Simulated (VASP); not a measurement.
Cu:

```
CELL_PARAMETERS angstrom
-0.00858 1.79575 1.80169
1.82295 -0.02405 1.81716
1.79533 1.78360 0.00357
ATOMIC_POSITIONS crystal
Cu 0.00146 0.97571 0.02932
```

This cell differs from its parent crystal: the cell strained at random.

Base run:

- Program: VASP 6.6.1
- Functional: PBEsol
- Potentials or basis: VASP PAW PBE potentials, release 64 (Cu)
- Cutoff: 520 eV
- k mesh: 13 × 13 × 13
- Occupations: fermi-dirac, width 0.05 eV
- Spin: no spin polarisation

Its results: pressure -5.9 GPa.

The run is repeated on the same cell with these changes: functional from PBEsol to PBE. What comes out?

Pressure 2.3 GPa.

PBE binds less tightly than PBEsol, so the same cell stands under more pressure.

Caveats: the PAW data sets were made with another functional, which shifts forces and pressure a little (some runs).
